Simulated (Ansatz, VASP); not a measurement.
## One calculation of LiCl, two programs

POSCAR

```
LiCl
1.0
    0.0000000000      2.5647700000      2.5647700000
    2.5647700000      0.0000000000      2.5647700000
    2.5647700000      2.5647700000      0.0000000000
Cl Li
1 1
Direct
    0.5000000000      0.5000000000      0.5000000000
    0.0000000000      0.0000000000      0.0000000000
```

Contents of INCAR.step1:

```
SYSTEM = LiCl
ALGO = Normal ; EDIFF = 1E-5
ENCUT = 600 ; GGA = PE
ISMEAR = -1 ; LASPH = .TRUE.
LCHARG = .FALSE. ; LREAL = .FALSE.
LWAVE = .TRUE. ; NBANDS = 12
NELM = 100 ; PREC = Accurate
SIGMA = 0.05
```

File INCAR.step2:

```
SYSTEM = LiCl
AEXX = 0.25 ; ALGO = Normal
EDIFF = 1E-7 ; EDIFFG = -0.01
ENCUT = 600 ; GGA = PE
HFSCREEN = 0.3 ; IBRION = 2
ISIF = 3 ; ISMEAR = -1
ISTART = 1 ; LASPH = .TRUE.
LCHARG = .FALSE. ; LHFCALC = .TRUE.
LREAL = .FALSE. ; LWAVE = .FALSE.
NELM = 100 ; NSW = 60
PREC = Accurate ; PRECFOCK = Normal
SIGMA = 0.05
```

The input KPOINTS:

```
k-points
0
G
  5 5 5
  0 0 0
```

The input input.yaml:

```yaml
crystal:
  lattice:
    - [0.0, 2.56477, 2.56477]
    - [2.56477, 0.0, 2.56477]
    - [2.56477, 2.56477, 0.0]
  atoms:
    - { symbol: Cl, position: [0.5, 0.5, 0.5] }
    - { symbol: Li, position: [0.0, 0.0, 0.0] }
hamiltonian:
  xc: { exchange: pbe, correlation: pbe, exx: { coeff: 0.25, omega: 0.3 } }
  pseudopotentials: { kind: paw }
kpoints:
  mp_grid: { grid: [5, 5, 5] }
scf:
  occupations: { method: fermi_dirac, width: 0.05 }
output:
  forces: true
  stress: true
relax:
  f_tol: 0.01
  max_steps: 40
  cell: { stress_tol: 0.05 }
```

Alike in both runs: task relaxation of cell and atoms; functional PBE-based screened hybrid; k mesh 5 × 5 × 5; occupations fermi-dirac, width 0.05 eV; no spin polarisation.

```csv
,VASP,Ansatz
version,VASP 6.6.1,Ansatz 0.2.0
potentials or method,"VASP PAW PBE potentials, release 64 (Cl, Li_sv)",Ansatz PAW
plane-wave cutoff (eV),600,420
valence electrons in the cell,10,10
```

|  | VASP | Ansatz | Ansatz less VASP |
| --- | --- | --- | --- |
| gap on the k mesh at the Fermi level, each at its own relaxed structure (eV) | 7.56 | 7.52 | -0.036 |
| relaxed volume (Å³/atom) | 16.68 | 16.76 | +0.082 |
| relaxed cell length with the largest relative difference (Å) | 3.613 | 3.619 | +0.0059 |

VASP's potentials were made for PBE, not for PBE-based screened hybrid.

The k mesh is coarse, so the values compare programs but aren't converged. Noted on VASP's run: the cutoff is short for stress, so the pressure is rough. Noted on Ansatz's run: odd divisions of the mesh miss points on the zone boundary, where band edges often lie, so the gap on the mesh can be too wide; the plane-wave basis is chosen anew once the cell has moved, so the energies of steps on either side of that aren't comparable.
